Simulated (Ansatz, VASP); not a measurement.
**HfB in VASP and in Ansatz**

```
Hf B
1.0
     0.00000    2.32530    2.32530
     2.32530    0.00000    2.32530
     2.32530    2.32530    0.00000
Hf B
1 1
Direct
  0.50000 0.50000 0.50000
  0.00000 0.00000 0.00000
```

Alike in both runs: task single point; functional LDA; k mesh 10 × 10 × 10; occupations fermi-dirac, width 0.05 eV; no spin polarisation.

```csv
,VASP,Ansatz
version,VASP 6.6.1,Ansatz 0.2.0
potentials or method,"VASP PAW LDA potentials, release 64 (Hf_pv, B)",Ansatz PAW
plane-wave cutoff (eV),520,420
valence electrons in the cell,13,29
```

Ansatz gave:

```
gap on the k mesh at the Fermi level (eV) : none
pressure (GPa)                            : 13.1
```

Q: Which values does VASP return?

A: gap on the k mesh at the Fermi level (eV): none; pressure (GPa): 14.6.

LDA's correlation is that of Perdew and Zunger in VASP and of Perdew and Wang (1992) in Ansatz. A gap of «none» marks a metal or a gap that the smearing closes. VASP's potentials hold 13 valence electrons a cell and Ansatz's 29, so a difference there can come from the potentials and not from the codes.

Spin-orbit coupling is off throughout.
